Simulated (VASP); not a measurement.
# C (Fddd) in VASP: notebook, part 3 of 3

VASP 6.6.1.

## 5. Single point, LDA

INCAR

```
PREC = Accurate ; ENCUT = 520
EDIFF = 1E-7 ; ISMEAR = 0
SIGMA = 0.05 ; LREAL = False
LASPH = True ; NELM = 60
ALGO = Normal ; ISIF = 2
LWAVE = False ; LCHARG = False
GGA = CA ; NBANDS = 11
```

KPOINTS

```
Automatic mesh
0
Gamma
  12 12 12
```

POSCAR

```
C
1.0
    0.0000000000      1.8518513993      1.8584730372
    1.5869858833      0.0000000000      1.8584730372
    1.5869858833      1.8518513993      0.0000000000
C
2
Direct
    0.5000000000      0.5000000000      0.5000000000
    0.7500000000      0.7500000000      0.7500000000
```

Potentials or basis: VASP PAW LDA potentials, release 64 (C).

The run is started by

```bash
cat potpaw_LDA.64/C/POTCAR > POTCAR
mpirun -np 1 vasp_std > vasp.out
```

OUTCAR:

```text
PREC = Accurate
   ENCUT = 520
   EDIFF = 1E-7
   ISMEAR = 0
   LREAL = False
   LASPH = True
   NELM = 60
   ISIF = 2
   GGA = CA

 ion  position               nearest neighbor table
   1  0.500  0.500  0.500-   2 1.53   2 1.53   2 1.53   2 1.53
   2  0.750  0.750  0.750-   1 1.53   1 1.53   1 1.53   1 1.53

  LATTYP: Found a face centered orthorhombic cell.
 ALAT       =     3.1739717666
 B/A-ratio  =     1.1668984701
 C/A-ratio  =     1.1710709319

  Lattice vectors:

 A1 = (   0.0000000000,   1.8518513993,   1.8584730372)
 A2 = (   1.5869858833,   0.0000000000,   1.8584730372)
 A3 = (   1.5869858833,   1.8518513993,   0.0000000000)

Analysis of symmetry for initial positions (statically):
=====================================================================
 Subroutine PRICEL returns:
 Original cell was already a primitive cell.

 Routine SETGRP: Setting up the symmetry group for a
 face centered orthorhombic supercell.

 Subroutine GETGRP returns: Found  8 space group operations
 (whereof  4 operations were pure point group operations)
 out of a pool of  8 trial point group operations.

The static configuration has the point symmetry D_2 .
 The point group associated with its full space group is D_2h.

Analysis of symmetry for dynamics (positions and initial velocities):
=====================================================================
 Subroutine PRICEL returns:
 Original cell was already a primitive cell.

 Routine SETGRP: Setting up the symmetry group for a
 face centered orthorhombic supercell.

 Subroutine GETGRP returns: Found  8 space group operations
 (whereof  4 operations were pure point group operations)
 out of a pool of  8 trial point group operations.

The dynamic configuration has the point symmetry D_2 .
 The point group associated with its full space group is D_2h.

 Subroutine INISYM returns: Found  8 space group operations
 (whereof  4 operations are pure point group operations),
 and found     1 'primitive' translations

----------------------------------------------------------------------------------------

                                     Primitive cell

  volume of cell :      10.9236

  direct lattice vectors                    reciprocal lattice vectors
     0.000000000  1.851851399  1.858473037    -0.315062664  0.270000066  0.269038070
     1.586985883  0.000000000  1.858473037     0.315062664 -0.270000066  0.269038070
     1.586985883  1.851851399  0.000000000     0.315062664  0.270000066 -0.269038070

  length of vectors
     2.623599748  2.443858880  2.438827136     0.494515926  0.494515926  0.494515926

  position of ions in fractional coordinates (direct lattice)
     0.500000000  0.500000000  0.500000000
     0.750000000  0.750000000  0.750000000

  ion indices of the primitive-cell ions
   primitive index   ion index
                 1           1
                 2           2

----------------------------------------------------------------------------------------

 KPOINTS: Automatic mesh

Automatic generation of k-mesh.
 Grid dimensions read from file:
 generate k-points for:   12   12   12

 Generating k-lattice:

  Cartesian coordinates                     Fractional coordinates (reciprocal lattice)
    -0.026255222  0.022500005  0.022419839     0.083333333  0.000000000  0.000000000
     0.026255222 -0.022500005  0.022419839     0.000000000  0.083333333  0.000000000
     0.026255222  0.022500005 -0.022419839     0.000000000  0.000000000  0.083333333

  Length of vectors
     0.041209661  0.041209661  0.041209661

  Shift w.r.t. Gamma in fractional coordinates (k-lattice)
     0.000000000  0.000000000  0.000000000

 Subroutine IBZKPT returns following result:
 ===========================================

 Found    280 irreducible k-points:

 Following reciprocal coordinates:
            Coordinates               Weight
  0.000000  0.000000  0.000000      1.000000
  0.083333  0.000000  0.000000      8.000000
  0.166667  0.000000  0.000000      8.000000
  0.250000 -0.000000 -0.000000      8.000000
  0.333333  0.000000 -0.000000      8.000000
  0.416667 -0.000000  0.000000      8.000000
[... 16 lines left out ...]
  0.500000  0.166667  0.000000      8.000000
 -0.416667  0.166667  0.000000      8.000000
 [... further k-points ...]
   k-points           NKPTS =    280   k-points in BZ     NKDIM =    280   number of bands    NBANDS=     11
   number of dos      NEDOS =    301   number of ions     NIONS =      2
   total plane-waves  NPLWV =   6480
   dimension x,y,z NGX =    20 NGY =   18 NGZ =   18
   dimension x,y,z NGXF=    40 NGYF=   36 NGZF=   36
   ions per type =               2
   NGX,Y,Z   is equivalent  to a cutoff of  12.67, 12.24, 12.27 a.u.
   NGXF,Y,Z  is equivalent  to a cutoff of  25.35, 24.49, 24.54 a.u.
 SYSTEM =  unknown system
   PREC   = accura    normal or accurate (medium, high low for compatibility)
   ISTART =      0    job   : 0-new  1-cont  2-samecut
   ICHARG =      2    charge: 1-file 2-atom 10-const
   ISPIN  =      1    spin polarized calculation?
   LNONCOLLINEAR =      F non collinear calculations
   LSORBIT =      F    spin-orbit coupling
   LASPH  =      T    aspherical Exc in radial PAW
   ENCUT  =  520.0 eV  38.22 Ry    6.18 a.u.   4.88  4.54  4.53*2*pi/ulx,y,z
   NELM   =     60;   NELMIN=  2; NELMDL= -5     # of ELM steps
   EDIFF  = 0.1E-06   stopping-criterion for ELM
   LREAL  =      F    real-space projection
   EDIFFG = 0.1E-05   stopping-criterion for IOM
   NSW    =      0    number of steps for IOM
   IBRION =     -1    ionic relax: 0-MD 1-quasi-New 2-CG
   NFREE  =      0    steps in history (QN), initial steepest desc. (CG)
   ISIF   =      2    stress and relaxation
   ISYM   =      2    0-nonsym 1-usesym 2-fastsym
   POTIM  = 0.5000    time-step for ionic-motion
   TEBEG  =    0.0;   TEEND  =   0.0 temperature during run
   PSTRESS=    0.0 pullay stress
   NELECT =       8.0000    total number of electrons
   NUPDOWN=      -1.0000    fix difference up-down
   EMIN   =  10.00;   EMAX   =-10.00  energy-range for DOS
   EFERMI =   0.00;   METHOD = LEGACY
   ISMEAR =     0;   SIGMA  =   0.05  broadening in eV -4-tet -1-fermi 0-gaus
   EFERMI_NEDOS =   21; number of points for ismear=-14 and -15
   IALGO  =     38    algorithm
   IMIX   =      4    mixing-type and parameters
     AMIX     =   0.40;   BMIX     =  1.00
     AMIX_MAG =   1.60;   BMIX_MAG =  1.00
  volume/ion in A,a.u.               =       5.46        36.86
  Fermi-wavevector in a.u.,A,eV,Ry     =   1.475649  2.788572 29.627222  2.177539
  Thomas-Fermi vector in A             =   2.590272
   LORBIT       =      0    0 simple, 1 ext, 2 COOP (PROOUT), +10 PAW based schemes
   GGA     = CA    functional components
   LHFCALC =     F    Hartree Fock is set to
   AEXX    =    0.0000 exact exchange contribution
   IVDW    =     0    specifies the selected vdW correction
   LEPSILON=     F    determine dielectric tensor
   LRPA    =     F    only Hartree local field effects (RPA)
 non-spin polarized calculation
 Gauss-broadening in eV      SIGMA  =   0.05
  energy-cutoff  :      520.00
  volume of cell :       10.92
 maximum number of plane-waves:       305
   NGX =  9   NGY =  9   NGZ =  9

 number of electron       8.0000000 magnetization

 Free energy of the ion-electron system (eV)
  ---------------------------------------------------
  ext. energy  EPLUGINS =         0.00000000
  ---------------------------------------------------
  free energy    TOTEN  =       -19.76803479 eV

  energy without entropy =      -19.76803479  energy(sigma->0) =      -19.76803479

 E-fermi :  11.8680     XC(G=0): -13.7078

 val. band max:       11.6772828360   @ k =   0.0000   0.0000   0.0000
 cond. band min:      12.0758075884   @ k =   0.0000   0.4167   0.4167
 fundamental gap:      0.3985247524
 Fermi energy:        11.8679695573

 k-point     1 :       0.0000    0.0000    0.0000
  band No.  band energies     occupation
      1     -11.5081      2.00000
      2       9.5988      2.00000
      3       9.6740      2.00000
      4      11.6773      2.00000
      5      14.9350      0.00000
      6      16.8318      0.00000
      7      16.8755      0.00000
      8      24.5007      0.00000
      9      30.1117      0.00000
     10      33.3870      0.00000
     11      35.4633      0.00000
[... 309 lines left out ...]
 k-point    24 :      -0.4167    0.1667    0.0000
  band No.  band energies     occupation
      1      -4.8445      2.00000
      2      -2.6775      2.00000
      3       3.8280      2.00000
      4       7.4083      2.00000
      5      18.6863      0.00000
      6      19.0000      0.00000
      7      23.0672      0.00000
      8      25.8663      0.00000
      9      30.5610      0.00000
     10      34.4708      0.00000
     11      36.3718      0.00000

 [... further k-points ...]
[... 5 lines left out ...]
  --------------------------------------------------------------------------------------
  -------------------------------------------------------------------------------------
  Total        6.0985934     -2.3199682     -2.6271148      0.0000000      0.0000000      0.0000000
  in kB      894.4885877   -340.2727374   -385.3223229      0.0000000      0.0000000      0.0000000
  external PRESSURE =      56.2978425 kB  Pullay stress =       0.0000000 kB

 VOLUME and BASIS-vectors are now :
 -----------------------------------------------------------------------------
  energy-cutoff  :      520.00
  volume of cell :       10.92
      direct lattice vectors                 reciprocal lattice vectors
     0.000000000  1.851851399  1.858473037    -0.315062664  0.270000066  0.269038070
     1.586985883  0.000000000  1.858473037     0.315062664 -0.270000066  0.269038070
     1.586985883  1.851851399  0.000000000     0.315062664  0.270000066 -0.269038070

 POSITION                                       TOTAL-FORCE (eV/Angst)
 -----------------------------------------------------------------------------------
      1.58699      1.85185      1.85847         0.000000     -0.000000      0.000000
      2.38048      2.77778      2.78771         0.000000      0.000000     -0.000000
 -----------------------------------------------------------------------------------
    total drift:                                0.000000     -0.000000      0.000000

  FREE ENERGIE OF THE ION-ELECTRON SYSTEM (eV)
  ---------------------------------------------------
  free  energy   TOTEN  =       -19.7680347871 eV

  energy  without entropy=      -19.7680347871  energy(sigma->0) =      -19.76803479
```

OSZICAR:

```text
N       E                     dE             d eps       ncg     rms          rms(c)
DAV:   1    -0.107905746814E+01   -0.10791E+01   -0.47865E+03  6471   0.699E+02
DAV:   2    -0.202764677695E+02   -0.19197E+02   -0.18397E+02  7913   0.128E+02
DAV:   3    -0.206067571251E+02   -0.33029E+00   -0.32975E+00  7144   0.131E+01
DAV:   4    -0.206072684667E+02   -0.51134E-03   -0.51133E-03  6597   0.662E-01
DAV:   5    -0.206072691305E+02   -0.66387E-06   -0.66387E-06  7068   0.218E-02    0.586E+00
DAV:   6    -0.199841638043E+02    0.62311E+00   -0.33282E-01  6316   0.403E+00    0.340E+00
DAV:   7    -0.197681426464E+02    0.21602E+00   -0.39190E-01  6647   0.438E+00    0.750E-01
DAV:   8    -0.197680475138E+02    0.95133E-04   -0.94832E-03  6589   0.810E-01    0.298E-02
DAV:   9    -0.197680331389E+02    0.14375E-04   -0.35741E-05  6982   0.464E-02    0.203E-02
DAV:  10    -0.197680348162E+02   -0.16773E-05   -0.19690E-06  6691   0.118E-02    0.417E-03
DAV:  11    -0.197680347871E+02    0.29076E-07   -0.67603E-08  4346   0.197E-03
   1 F= -.19768035E+02 E0= -.19768035E+02  d E =-.889748E-11
```

stdout:

```text
POSCAR found type information on POSCAR C
 POSCAR found :  1 types and       2 ions
 scaLAPACK will be used
 LDA part: xc-table for (Slater(with rela. corr.)+CA(PZ))
 , standard interpolation
 POSCAR, INCAR and KPOINTS ok, starting setup
 FFT: planning ... GRIDC
 FFT: planning ... GRID_SOFT
 FFT: planning ... GRID
 WAVECAR not read
 entering main loop
```

Wall time 17 s (1 thread of Intel Xeon 6975P-C, shared host); peak memory 0.13 GiB.

Results:

```yaml
Free_energy: -19.7680 eV
Pressure: 5.6 GPa
Band_gap_on_the_k_mesh: 0.40 eV, indirect (least direct gap 3.26 eV)
```

Caveat: the cell differs from its parent crystal (strain +e along x and -e along y -0.0750, strain +e along z and -e/2 along x and y +0.0525). A k mesh can miss the band edges.

## 6. Single point, LDA

INCAR

```
  ALGO = Normal
  EDIFF = 1E-7
  ENCUT = 520
  GGA = CA
  ISIF = 2
  ISMEAR = 0
  LASPH = True
  LCHARG = True
  LELF = True
  LREAL = False
  LVHAR = True
  LWAVE = False
  NBANDS = 11
  NELM = 60
  PREC = Accurate
  SIGMA = 0.05
```

KPOINTS

```
k-points
0
Gamma
  12 12 12
```

POSCAR

```
C
1.0
    0.0000000000      1.9335182667      1.8275720603
    1.5362199927      0.0000000000      1.8275720603
    1.5362199927      1.9335182667      0.0000000000
C
2
Direct
    0.5000000000      0.5000000000      0.5000000000
    0.7500000000      0.7500000000      0.7500000000
```

Potentials or basis: VASP PAW LDA potentials, release 64 (C).

The run is started by

```bash
cat potpaw_LDA.64/C/POTCAR > POTCAR
mpirun -np 1 vasp_std > vasp.out
```

OUTCAR:

```text
EDIFF = 1E-7
   ENCUT = 520
   GGA = CA
   ISIF = 2
   ISMEAR = 0
   LASPH = True
   LREAL = False
   NELM = 60
   PREC = Accurate

 ion  position               nearest neighbor table
   1  0.500  0.500  0.500-   2 1.54   2 1.54   2 1.54   2 1.54
   2  0.750  0.750  0.750-   1 1.54   1 1.54   1 1.54   1 1.54

  LATTYP: Found a face centered orthorhombic cell.
 ALAT       =     3.0724399854
 B/A-ratio  =     1.1896551724
 C/A-ratio  =     1.2586206897

  Lattice vectors:

 A1 = (   0.0000000000,   1.9335182667,  -1.8275720603)
 A2 = (   1.5362199927,   1.9335182667,   0.0000000000)
 A3 = (   1.5362199927,   0.0000000000,  -1.8275720603)

Analysis of symmetry for initial positions (statically):
=====================================================================
 Subroutine PRICEL returns:
 Original cell was already a primitive cell.

 Routine SETGRP: Setting up the symmetry group for a
 face centered orthorhombic supercell.

 Subroutine GETGRP returns: Found  8 space group operations
 (whereof  4 operations were pure point group operations)
 out of a pool of  8 trial point group operations.

The static configuration has the point symmetry D_2 .
 The point group associated with its full space group is D_2h.

Analysis of symmetry for dynamics (positions and initial velocities):
=====================================================================
 Subroutine PRICEL returns:
 Original cell was already a primitive cell.

 Routine SETGRP: Setting up the symmetry group for a
 face centered orthorhombic supercell.

 Subroutine GETGRP returns: Found  8 space group operations
 (whereof  4 operations were pure point group operations)
 out of a pool of  8 trial point group operations.

The dynamic configuration has the point symmetry D_2 .
 The point group associated with its full space group is D_2h.

 Subroutine INISYM returns: Found  8 space group operations
 (whereof  4 operations are pure point group operations),
[... 116 lines left out ...]
     AMIX_MAG =   1.60;   BMIX_MAG =  1.00
  volume/ion in A,a.u.               =       5.43        36.63
  Fermi-wavevector in a.u.,A,eV,Ry     =   1.478664  2.794269 29.748411  2.186446
  Thomas-Fermi vector in A             =   2.592917
   LORBIT       =      0    0 simple, 1 ext, 2 COOP (PROOUT), +10 PAW based schemes
   GGA     = CA    functional components
   LHFCALC =     F    Hartree Fock is set to
   AEXX    =    0.0000 exact exchange contribution
   IVDW    =     0    specifies the selected vdW correction
   LEPSILON=     F    determine dielectric tensor
   LRPA    =     F    only Hartree local field effects (RPA)
 non-spin polarized calculation
 Gauss-broadening in eV      SIGMA  =   0.05
  energy-cutoff  :      520.00
  volume of cell :       10.86
 maximum number of plane-waves:       305
   NGX =  9   NGY =  9   NGZ =  9

 number of electron       7.9999999 magnetization

 Free energy of the ion-electron system (eV)
  ---------------------------------------------------
  ext. energy  EPLUGINS =         0.00000000
  ---------------------------------------------------
  free energy    TOTEN  =       -19.40264468 eV

  energy without entropy =      -19.40255531  energy(sigma->0) =      -19.40259999

 E-fermi :  11.5722     XC(G=0): -13.7564

 val. band max:       11.5307202296   @ k =   0.0833  -0.0000   0.0000
 cond. band min:      11.6270805717   @ k =   0.0000   0.3333   0.3333
 fundamental gap:      0.0963603421
 Fermi energy:        11.5722189791

 k-point     1 :       0.0000    0.0000    0.0000
  band No.  band energies     occupation
      1     -11.4739      2.00000
      2       8.9328      2.00000
      3      10.2184      2.00000
      4      12.1547      0.00000
      5      14.8935      0.00000
      6      17.0198      0.00000
      7      17.7069      0.00000
      8      24.4119      0.00000
      9      30.5394      0.00000
     10      32.0184      0.00000
     11      34.0902      0.00000
[... 309 lines left out ...]
 k-point    24 :      -0.4167    0.1667    0.0000
  band No.  band energies     occupation
      1      -4.6983      2.00000
      2      -2.5252      2.00000
      3       4.0388      2.00000
      4       7.2966      2.00000
      5      17.5345      0.00000
      6      19.2762      0.00000
      7      23.8811      0.00000
      8      25.9473      0.00000
      9      30.7596      0.00000
     10      34.3128      0.00000
     11      37.8028      0.00000

 [... further k-points ...]
[... 5 lines left out ...]
  --------------------------------------------------------------------------------------
  -------------------------------------------------------------------------------------
  Total        7.6184827     -5.4974432     -0.3392892      0.0000000      0.0000000      0.0000000
  in kB     1124.2758204   -811.2694705    -50.0696299      0.0000000      0.0000000      0.0000000
  external PRESSURE =      87.6455733 kB  Pullay stress =       0.0000000 kB

 VOLUME and BASIS-vectors are now :
 -----------------------------------------------------------------------------
  energy-cutoff  :      520.00
  volume of cell :       10.86
      direct lattice vectors                 reciprocal lattice vectors
     0.000000000  1.933518267  1.827572060    -0.325474217  0.258595954  0.273587023
     1.536219993  0.000000000  1.827572060     0.325474217 -0.258595954  0.273587023
     1.536219993  1.933518267  0.000000000     0.325474217  0.258595954 -0.273587023

 POSITION                                       TOTAL-FORCE (eV/Angst)
 -----------------------------------------------------------------------------------
      1.53622      1.93352      1.82757         0.000000     -0.000000      0.000000
      2.30433      2.90028      2.74136        -0.000000      0.000000      0.000000
 -----------------------------------------------------------------------------------
    total drift:                                0.000000     -0.000000      0.000000

  FREE ENERGIE OF THE ION-ELECTRON SYSTEM (eV)
  ---------------------------------------------------
  free  energy   TOTEN  =       -19.4026446754 eV

  energy  without entropy=      -19.4025553094  energy(sigma->0) =      -19.40259999
```

Wall time 36 s (1 thread of Intel Xeon 8259CL, shared host); peak memory 0.13 GiB.

Results:

| Item | Value |
| --- | --- |
| Free energy | -19.4026 eV |
| Pressure | 8.8 GPa |
| Band gap on the k mesh | zero (band 4 reaches 12.15 eV, above the bottom of band 5 at 11.51 eV) |

Caveat: the cell differs from its parent crystal (strain +e along x and -e along y -0.1125, strain +e along z and -e/2 along x and y +0.0350).

## 7. Overview

```csv
cell,gap on the mesh (eV),pressure (GPa)
"a = 2.719, b = 2.360, c = 2.460 Å, angles 68.6, 53.9, 57.4°, 2 atoms",none,14.5
"a = 2.565, b = 2.371, c = 2.570 Å, angles 62.4, 55.0, 62.6°, 2 atoms",2.25,5.8
"a = 2.602, b = 2.418, c = 2.482 Å, angles 64.1, 56.7, 59.1°, 2 atoms",1.04,4.7
"a = 2.624, b = 2.444, c = 2.439 Å, angles 65.0, 57.6, 57.4°, 2 atoms",0.40,5.6
"a = 2.661, b = 2.387, c = 2.470 Å, angles 66.4, 55.3, 58.3°, 2 atoms",none,8.8
```

Alike in all rows: task single point; level LDA; potentials or basis VASP PAW LDA potentials, release 64 (C); no spin polarisation; k mesh 12 × 12 × 12; cutoff (eV) 520; smearing gaussian 0.05 eV.

Total energies depend on the potentials used, so only differences within one code and one set of settings carry meaning.
